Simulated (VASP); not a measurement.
The system is AgI.

```
Ag I
1.0
     0.00000    3.23650    3.23650
     3.23650    0.00000    3.23650
     3.23650    3.23650    0.00000
Ag I
1 1
Direct
  0.00000 0.00000 0.00000
  0.75000 0.75000 0.75000
```

```yaml
Program: VASP 6.6.1
Task: relaxation of cell and atoms
Functional: LDA
Potentials_or_basis: VASP PAW LDA potentials, release 64 (Ag, I)
Cutoff: 500 eV
k_mesh: 8 × 8 × 8
Occupations: gaussian, width 0.02 eV
Spin: no spin polarisation
```

At the start: pressure -2.1 GPa; volume 33.90 Å³/atom.

Problem. Where does the relaxation end?

Solution. Over 3 steps the energy falls by 13.2 meV/atom and the volume is 31.98 Å³/atom (-5.7 %); space group F-43m (No. 216, to 0.1 Å) before and after.

The path:
```csv
step,energy change (eV),largest force (eV/Å),pressure (GPa),volume (Å³)
1,0.0000,0.0000,-2.06,67.80
2,-0.0261,0.0000,0.22,63.62
3,-0.0263,0.0000,-0.01,63.96
```

Final structure:
```yaml
crystal:
  lattice:
    - [0.00000, 3.17408, 3.17408]
    - [3.17408, 0.00000, 3.17408]
    - [3.17408, 3.17408, 0.00000]
  atoms:
    - { symbol: Ag, position: [0.00000, 0.00000, 0.00000] }
    - { symbol: I, position: [0.75000, 0.75000, 0.75000] }
```
